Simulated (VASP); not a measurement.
# BN (P6_3mc) in VASP: further runs, part 2 of 4

VASP 6.6.1.

### 3 Single point, r2SCAN (atoms displaced along a vibrational mode)

POSCAR reads:

```
BN
1.0
    2.5433243829      0.0000000000      0.0000000000
   -1.2716621915      2.2025835257      0.0000000000
    0.0000000000      0.0000000000      4.2068547497
B N
2 2
Direct
    0.3333333333      0.6666666667     -0.0097076332
    0.6666666667      0.3333333333      0.4902923668
    0.3333333333      0.6666666667      0.3837076332
    0.6666666667      0.3333333333      0.8837076332
```

INCAR.step1 reads:

```
PREC = Accurate
ENCUT = 520
ISMEAR = 0
SIGMA = 0.01
LREAL = F
LASPH = T
NELM = 60
NBANDS = 16
GGA = PE
ALGO = Normal
EDIFF = 1E-4
LWAVE = T
LCHARG = F
```

INCAR.step2 reads:

```
PREC = Accurate
ENCUT = 520
EDIFF = 1E-6
ISMEAR = 0
SIGMA = 0.01
LREAL = F
LASPH = T
NELM = 60
ALGO = Normal
ISIF = 2
LWAVE = F
LCHARG = F
METAGGA = R2SCAN
LMIXTAU = T
NBANDS = 16
ISTART = 1
```

KPOINTS reads:

```
regular mesh
0
Gamma
  12 12 6
```

Potentials or basis: VASP PAW PBE potentials, release 64 (B, N).

On the command line:

```console
$ cat potpaw_PBE.64/B/POTCAR potpaw_PBE.64/N/POTCAR > POTCAR
$ cp INCAR.step1 INCAR
$ mpirun -np 1 vasp_std > vasp.out
$ cp INCAR.step2 INCAR
$ mpirun -np 1 vasp_std > vasp.out
```

OUTCAR:

```text
PREC = Accurate
   ENCUT = 520
   EDIFF = 1E-6
   ISMEAR = 0
   LREAL = F
   LASPH = T
   NELM = 60
   ISIF = 2
   METAGGA = R2SCAN
   ISTART = 1

 ion  position               nearest neighbor table
   1  0.333  0.667  0.990-   4 1.54   4 1.54   4 1.54   3 1.66
   2  0.667  0.333  0.490-   3 1.54   3 1.54   3 1.54   4 1.66
   3  0.333  0.667  0.384-   2 1.54   2 1.54   2 1.54   1 1.66
   4  0.667  0.333  0.884-   1 1.54   1 1.54   1 1.54   2 1.66

  LATTYP: Found a hexagonal cell.
 ALAT       =     2.5433243829
 C/A-ratio  =     1.6540771511

  Lattice vectors:

 A1 = (   2.5433243829,   0.0000000000,   0.0000000000)
 A2 = (  -1.2716621915,   2.2025835257,   0.0000000000)
 A3 = (   0.0000000000,   0.0000000000,   4.2068547497)

Analysis of symmetry for initial positions (statically):
=====================================================================
 Subroutine PRICEL returns:
 Original cell was already a primitive cell.

 Routine SETGRP: Setting up the symmetry group for a
 hexagonal supercell.

 Subroutine GETGRP returns: Found 12 space group operations
 (whereof  6 operations were pure point group operations)
 out of a pool of 24 trial point group operations.

The static configuration has the point symmetry C_3v.
 The point group associated with its full space group is C_6v.

Analysis of symmetry for dynamics (positions and initial velocities):
=====================================================================
 Subroutine PRICEL returns:
 Original cell was already a primitive cell.

 Routine SETGRP: Setting up the symmetry group for a
 hexagonal supercell.

 Subroutine GETGRP returns: Found 12 space group operations
 (whereof  6 operations were pure point group operations)
 out of a pool of 24 trial point group operations.

The dynamic configuration has the point symmetry C_3v.
 The point group associated with its full space group is C_6v.

 Subroutine INISYM returns: Found 12 space group operations
 (whereof  6 operations are pure point group operations),
 and found     1 'primitive' translations

----------------------------------------------------------------------------------------

                                     Primitive cell

  volume of cell :      23.5663

  direct lattice vectors                    reciprocal lattice vectors
     2.543324383  0.000000000  0.000000000     0.393186181  0.227006147  0.000000000
    -1.271662191  2.202583526  0.000000000     0.000000000  0.454012294  0.000000000
     0.000000000  0.000000000  4.206854750     0.000000000  0.000000000  0.237707280

  length of vectors
     2.543324383  2.543324383  4.206854750     0.454012294  0.454012294  0.237707280

  position of ions in fractional coordinates (direct lattice)
     0.333333333  0.666666667  0.990292367
     0.666666667  0.333333333  0.490292367
     0.333333333  0.666666667  0.383707633
     0.666666667  0.333333333  0.883707633

  ion indices of the primitive-cell ions
   primitive index   ion index
                 1           1
                 2           2
                 3           3
                 4           4

----------------------------------------------------------------------------------------

 KPOINTS: regular mesh

Automatic generation of k-mesh.
 Grid dimensions read from file:
 generate k-points for:   12   12    6

 Generating k-lattice:

  Cartesian coordinates                     Fractional coordinates (reciprocal lattice)
     0.032765515  0.018917179  0.000000000     0.083333333  0.000000000  0.000000000
     0.000000000  0.037834358  0.000000000     0.000000000  0.083333333  0.000000000
     0.000000000  0.000000000  0.039617880     0.000000000  0.000000000  0.166666667

  Length of vectors
     0.037834358  0.037834358  0.039617880

  Shift w.r.t. Gamma in fractional coordinates (k-lattice)
     0.000000000  0.000000000  0.000000000

 Subroutine IBZKPT returns following result:
 ===========================================

 Found     76 irreducible k-points:

 Following reciprocal coordinates:
            Coordinates               Weight
  0.000000  0.000000  0.000000      1.000000
  0.083333  0.000000  0.000000      6.000000
  0.166667  0.000000  0.000000      6.000000
  0.250000  0.000000  0.000000      6.000000
  0.333333  0.000000  0.000000      6.000000
  0.416667  0.000000  0.000000      6.000000
[... 16 lines left out ...]
  0.250000  0.000000  0.166667     12.000000
  0.333333  0.000000  0.166667     12.000000
 [... further k-points ...]
   k-points           NKPTS =     76   k-points in BZ     NKDIM =     76   number of bands    NBANDS=     16
   number of dos      NEDOS =    301   number of ions     NIONS =      4
   total plane-waves  NPLWV =  12800
   dimension x,y,z NGX =    20 NGY =   20 NGZ =   32
   dimension x,y,z NGXF=    40 NGYF=   40 NGZF=   64
   ions per type =               2   2
   NGX,Y,Z   is equivalent  to a cutoff of  13.07, 13.07, 12.65 a.u.
   NGXF,Y,Z  is equivalent  to a cutoff of  26.15, 26.15, 25.29 a.u.
 SYSTEM =  unknown system
   PREC   = accura    normal or accurate (medium, high low for compatibility)
   ISTART =      1    job   : 0-new  1-cont  2-samecut
   ICHARG =      0    charge: 1-file 2-atom 10-const
   ISPIN  =      1    spin polarized calculation?
   LNONCOLLINEAR =      F non collinear calculations
   LSORBIT =      F    spin-orbit coupling
   LASPH  =      T    aspherical Exc in radial PAW
   ENCUT  =  520.0 eV  38.22 Ry    6.18 a.u.   4.73  4.73  7.82*2*pi/ulx,y,z
   NELM   =     60;   NELMIN=  2; NELMDL=  0     # of ELM steps
   EDIFF  = 0.1E-05   stopping-criterion for ELM
   LREAL  =      F    real-space projection
   EDIFFG = 0.1E-04   stopping-criterion for IOM
   NSW    =      0    number of steps for IOM
   IBRION =     -1    ionic relax: 0-MD 1-quasi-New 2-CG
   NFREE  =      0    steps in history (QN), initial steepest desc. (CG)
   ISIF   =      2    stress and relaxation
   ISYM   =      2    0-nonsym 1-usesym 2-fastsym
   POTIM  = 0.5000    time-step for ionic-motion
   TEBEG  =    0.0;   TEEND  =   0.0 temperature during run
   PSTRESS=    0.0 pullay stress
   NELECT =      16.0000    total number of electrons
   NUPDOWN=      -1.0000    fix difference up-down
   EMIN   =  10.00;   EMAX   =-10.00  energy-range for DOS
   EFERMI =   0.00;   METHOD = LEGACY
   ISMEAR =     0;   SIGMA  =   0.01  broadening in eV -4-tet -1-fermi 0-gaus
   EFERMI_NEDOS =   21; number of points for ismear=-14 and -15
   IALGO  =     38    algorithm
   IMIX   =      4    mixing-type and parameters
     AMIX     =   0.40;   BMIX     =  1.00
     AMIX_MAG =   1.60;   BMIX_MAG =  1.00
  volume/ion in A,a.u.               =       5.89        39.76
  Fermi-wavevector in a.u.,A,eV,Ry     =   1.438857  2.719045 28.168267  2.070309
  Thomas-Fermi vector in A             =   2.557777
   LORBIT       =      0    0 simple, 1 ext, 2 COOP (PROOUT), +10 PAW based schemes
   METAGGA = R2SCAN    functional components
   LHFCALC =     F    Hartree Fock is set to
   AEXX    =    0.0000 exact exchange contribution
   IVDW    =     0    specifies the selected vdW correction
   LEPSILON=     F    determine dielectric tensor
   LRPA    =     F    only Hartree local field effects (RPA)
 non-spin polarized calculation
 Gauss-broadening in eV      SIGMA  =   0.01
  energy-cutoff  :      520.00
  volume of cell :       23.57
 maximum number of plane-waves:       652
 NGX is ok and might be reduce to    20
   NGX =  9   NGY =  9   NGZ = 15

 number of electron      16.0000003 magnetization

 Free energy of the ion-electron system (eV)
  ---------------------------------------------------
  ext. energy  EPLUGINS =         0.00000000
  ---------------------------------------------------
  free energy    TOTEN  =       -38.13523432 eV

  energy without entropy =      -38.13523432  energy(sigma->0) =      -38.13523432

 E-fermi :   8.0306     XC(G=0): -13.6434

 val. band max:        7.9258861889   @ k =   0.0000   0.0000   0.0000
 cond. band min:      14.0086005205   @ k =   0.3333   0.3333   0.0000
 fundamental gap:      6.0827143316
 Fermi energy:         8.0306461661

 k-point     1 :       0.0000    0.0000    0.0000
  band No.  band energies     occupation
      1     -14.0823      2.00000
      2      -9.8264      2.00000
      3      -3.6852      2.00000
      4       5.0118      2.00000
      5       5.0118      2.00000
      6       7.0261      2.00000
[... 433 lines left out ...]
      3      -1.7063      2.00000
      4      -0.0928      2.00000
      5       0.9478      2.00000
      6       2.7179      2.00000
[... 8 lines left out ...]
     15      24.7296      0.00000
     16      24.9360      0.00000

 [... further k-points ...]
[... 5 lines left out ...]
  --------------------------------------------------------------------------------------
  -------------------------------------------------------------------------------------
  Total        0.4015232      0.4015232      0.8793789     -0.0000000      0.0000000      0.0000000
  in kB       27.2979230     27.2979230     59.7853788     -0.0000000      0.0000000      0.0000000
  external PRESSURE =      38.1270749 kB  Pullay stress =       0.0000000 kB

 VOLUME and BASIS-vectors are now :
 -----------------------------------------------------------------------------
  energy-cutoff  :      520.00
  volume of cell :       23.57
      direct lattice vectors                 reciprocal lattice vectors
     2.543324383  0.000000000  0.000000000     0.393186181  0.227006147  0.000000000
    -1.271662191  2.202583526  0.000000000     0.000000000  0.454012294  0.000000000
     0.000000000  0.000000000  4.206854750     0.000000000  0.000000000  0.237707280

 POSITION                                       TOTAL-FORCE (eV/Angst)
 -----------------------------------------------------------------------------------
     -0.00000      1.46839      4.16602        -0.000000     -0.000000      1.537851
      1.27166      0.73419      2.06259         0.000000      0.000000      1.537851
     -0.00000      1.46839      1.61420         0.000000      0.000000     -1.537851
      1.27166      0.73419      3.71763        -0.000000     -0.000000     -1.537851
 -----------------------------------------------------------------------------------
    total drift:                               -0.000000      0.000000     -0.001377

  FREE ENERGIE OF THE ION-ELECTRON SYSTEM (eV)
  ---------------------------------------------------
  free  energy   TOTEN  =       -38.1352343242 eV

  energy  without entropy=      -38.1352343242  energy(sigma->0) =      -38.13523432
```

Wall time 2.2 min (1 thread of Intel Xeon 8259CL, shared host); peak memory 0.15 GiB.

Results:

- Free energy: -38.1352 eV
- Pressure: 3.8 GPa
- Largest force: 1.538 eV/Å
- Band gap on the k mesh: 6.08 eV (least direct gap 8.23 eV)

Forces on the atoms (eV/Å):
```
B    0.000  0.000  1.538
B    0.000  0.000  1.538
N    0.000  0.000 -1.538
N    0.000  0.000 -1.538
```

Caveat: the cell differs from its parent crystal (atoms displaced along a vibrational mode); the cell stands under pressure; the PAW data sets were made with another functional, which shifts forces and pressure a little.

(Continued in part 3 of 4.)
